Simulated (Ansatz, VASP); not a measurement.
**Ag2O in VASP and in Ansatz**

```
Ag O
1.0
     4.71800    0.00000    0.00000
     0.00000    4.71800    0.00000
     0.00000    0.00000    4.71800
Ag O
4 2
Direct
  0.25000 0.25000 0.25000
  0.25000 0.75000 0.75000
  0.75000 0.75000 0.25000
  0.75000 0.25000 0.75000
  0.00000 0.00000 0.00000
  0.50000 0.50000 0.50000
```

Alike in both runs: task relaxation of cell and atoms; functional PBE; k mesh 7 × 7 × 7; occupations fermi-dirac, width 0.1 eV; no spin polarisation.

|  | VASP | Ansatz |
| --- | --- | --- |
| version | VASP 6.6.1 | Ansatz 0.2.0 |
| potentials or method | VASP PAW PBE potentials, release 64 (Ag, O), cutoff 600 eV | PAW plane waves |
| valence electrons in the cell | 56 | 88 |

```csv
,VASP,Ansatz,Ansatz less VASP
"gap on the k mesh at the Fermi level, each at its own relaxed structure (eV)",none,none,-
relaxed volume (Å³/atom),18.54,18.59,+0.052
relaxed length of the cell vector where the two differ most in proportion (Å),4.810,4.814,+0.0045
```

A gap of «none» marks a metal or a gap that the smearing closes. VASP's potentials hold 56 valence electrons a cell and Ansatz's 88, so a difference there can come from the potentials and not from the codes.
